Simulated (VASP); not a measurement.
Set up this calculation in VASP 6.6.1, as the native input.

```
Task                   : single point
Functional             : PBE
Potentials or basis    : VASP PAW PBE potentials, release 64 (Sr_sv)
Cutoff                 : 520 eV
k mesh                 : 15 × 15 × 8
Occupations            : gaussian, width 0.15 eV
Spin                   : no spin polarisation
Dipole correction      : no
Further INCAR settings : ALGO = Fast; EDIFF = 1e-07; NBANDS = 17
```

The structure of Sr lies in POSCAR:

```
Sr
1.0
    4.5255002317      0.0000000000      0.0000000000
   -2.2627501159      3.9191981655      0.0000000000
    0.0000000000      0.0000000000      7.4025000000
Sr
2
Direct
    0.3333333333      0.6666666667      0.2500000000
    0.6666666667      0.3333333333      0.7500000000
```

This cell differs from its parent crystal: strain +0.050 along x and y, +0.050 along z.

The input as run:

INCAR

```
  PREC = Accurate
  ENCUT = 520
  EDIFF = 1E-7
  ISMEAR = 0
  SIGMA = 0.15
  LREAL = F
  LASPH = T
  NELM = 80
  ALGO = Fast
  ISIF = 2
  LWAVE = F
  LCHARG = F
  GGA = PE
  NBANDS = 17
```

KPOINTS

```
Automatic mesh
0
Gamma
  15 15 8
```

Potentials or basis: VASP PAW PBE potentials, release 64 (Sr_sv).

Command:

```sh
$ cat potpaw_PBE.64/Sr_sv/POTCAR > POTCAR
$ mpirun -np 1 vasp_std > vasp.out
```

Results of the run:

```yaml
Pressure: -1.5 GPa
Band_gap_on_the_k_mesh: zero (band 10 reaches 1.22 eV, above the bottom of band 11 at 0.91 eV)
```

Caveat: the cell differs from its parent crystal (strain +0.050 along x and y, +0.050 along z).

Wall time 7.9 min on 1 thread of AMD EPYC 7R43 64-Core Processor (Zen 3), on a shared host, peak memory 0.39 GiB.
